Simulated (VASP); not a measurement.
# LiCl: single point with r2SCAN

LiCl:

```
Li Cl
1.0
     3.20435    0.00000    0.00000
     0.00000    3.20435    0.00000
     0.00000    0.00000    3.20435
Li Cl
1 1
Direct
  0.00000 0.00000 0.00000
  0.50000 0.50000 0.50000
```

This cell differs from its parent crystal: volume changed by -6%.

| Quantity | Value |
| --- | --- |
| Program | VASP 6.6.1 |
| Task | single point |
| Functional | r2SCAN |
| Potentials or basis | VASP PAW PBE potentials, release 64 (Li_sv, Cl) |
| Cutoff | 520 eV |
| k mesh | 6 × 6 × 6 |
| Occupations | gaussian, width 0.01 eV |
| Spin | no spin polarisation |
| Dipole correction | no |
| Further INCAR settings | ALGO = Normal; EDIFF = 1e-07; NBANDS = 12 |

The band gap on the k mesh is 5.63 eV, indirect (least direct gap 5.87 eV).

Levels at points of the mesh, in eV from the valence-band top:
```tsv
k point	band 2	band 3	band 4	band 5	band 6	band 7	band 8	band 9
(0.00, 0.00, 0.00)	-15.18	-0.94	-0.94	-0.94	5.67	9.25	9.25	14.91
(0.50, 0.00, 0.00)	-14.58	-4.38	-0.41	-0.41	6.79	11.09	11.09	11.15
(0.50, 0.50, 0.00)	-13.97	-3.75	-3.75	0.00	5.87	11.13	11.13	11.60
(0.50, 0.50, 0.50)	-13.43	-2.81	-2.81	-2.81	5.63	5.63	5.63	13.98
```

Run time: 40 s on 1 thread of Intel Xeon 6975P-C, on a shared host, peak memory 0.14 GiB.

 A k mesh can miss the band edges.
